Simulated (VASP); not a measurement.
A run of VASP 6.6.1 is set up as follows.

Contents of INCAR:

```
ALGO = Normal
EDIFF = 1E-6
ENCUT = 520
GGA = PS
ISIF = 2
ISMEAR = 0
IVDW = 13
LASPH = True
LCHARG = False
LREAL = False
LWAVE = False
NBANDS = 15
NELM = 80
PREC = Accurate
SIGMA = 0.1
```

The input KPOINTS:

```
k-points
0
Gamma
  10 10 8
```

File POSCAR:

```
HfB2
1.0
    3.1160251150     -0.0000003447      0.0000001497
   -1.5580128560      2.6985564707     -0.0000001867
    0.0000001659     -0.0000001431      3.4271048702
Hf B
1 2
Direct
    0.0131823876      0.0156808816      0.0065867685
    0.6798494978      0.3490150296      0.5065865778
    0.3465151146      0.6823480888      0.5065886537
```

Potentials or basis: VASP PAW PBE potentials, release 64 (Hf_pv, B).

The run is started by

```bash
$ cat potpaw_PBE.64/Hf_pv/POTCAR potpaw_PBE.64/B/POTCAR > POTCAR
$ mpirun -np 1 vasp_std > vasp.out
```

Predict the pressure.

0.0 GPa.

Estimate the band gap on the k mesh.

zero (band 8 reaches 8.30 eV, above the bottom of band 9 at 7.53 eV).

Stress tensor (GPa, compression positive):
```
-0.11  0.00  0.00
 0.00 -0.11  0.00
 0.00  0.00  0.25
```

Caveat: the cell differs from its parent crystal (atoms moved at random); the PAW data sets were made with another functional, which shifts forces and pressure a little; spin-orbit coupling is left out, which moves the levels of the heavy elements; pairwise dispersion overbinds metals, which lowers pressure and volume.
